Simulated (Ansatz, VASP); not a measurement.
# BeS: VASP beside Ansatz

```
Be S
1.0
     0.00000    2.41777    2.41777
     2.41777    0.00000    2.41777
     2.41777    2.41777    0.00000
Be S
1 1
Direct
  0.00000 0.00000 0.00000
  0.25000 0.25000 0.25000
```

Alike in both runs: functional r2SCAN; k mesh 10 × 10 × 10; occupations fermi-dirac, width 0.02 eV; no spin polarisation.

Ansatz relaxed the structure, and its values are those at the end. VASP's run is a single point on that final structure, the one shown.

|  | VASP | Ansatz |
| --- | --- | --- |
| version | VASP 6.6.1 | Ansatz 0.2.0 |
| potentials or method | VASP PAW PBE potentials, release 64 (Be, S), cutoff 520 eV | PAW plane waves |
| valence electrons in the cell | 8 | 8 |

Ansatz gave:

| Property | Result |
| --- | --- |
| gap on the k mesh at the Fermi level (eV) | 3.54 |
| pressure (GPa) | 2.1 |

Problem. What did VASP give for the same quantities?

Solution. gap on the k mesh at the Fermi level (eV): 3.55; pressure (GPa): 2.4.

VASP's potentials were made for PBE, not for r2SCAN. Ansatz's warnings: stress scf threshold loose.
